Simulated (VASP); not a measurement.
Runs of VASP 6.6.1 on Cu. The structure is that of space group Fm-3m (No. 225), or close to it. The cells are those of the table. 

```csv
task,cell,k mesh,cutoff (eV),gap on the mesh (eV),pressure (GPa)
relaxation of cell and atoms,"relaxed from a = 2.488 Å, angles 60.0°, 1 atom",20 × 20 × 20,600,none,-0.1
single point,"a = 2.488 Å, angles 60.0, 60.0, 90.0°, 1 atom",14 × 14 × 19,520,none,(a)
single point,"a = 2.488 Å, angles 60.0°, 1 atom",20 × 20 × 20,520,none,0.8
single point,"a = 2.556 Å, angles 60.0°, 1 atom",8 × 8 × 8,520,none,-10.9
```

Alike in all rows: level LDA; potentials or basis VASP PAW LDA potentials, release 64 (Cu); no spin polarisation; smearing gaussian 0.1 eV.

Task: Estimate the missing entries.

Result: (a) 0.7.

Caveats: some runs use coarse meshes.

A gap of «none» marks levels without a gap at the run's occupations.
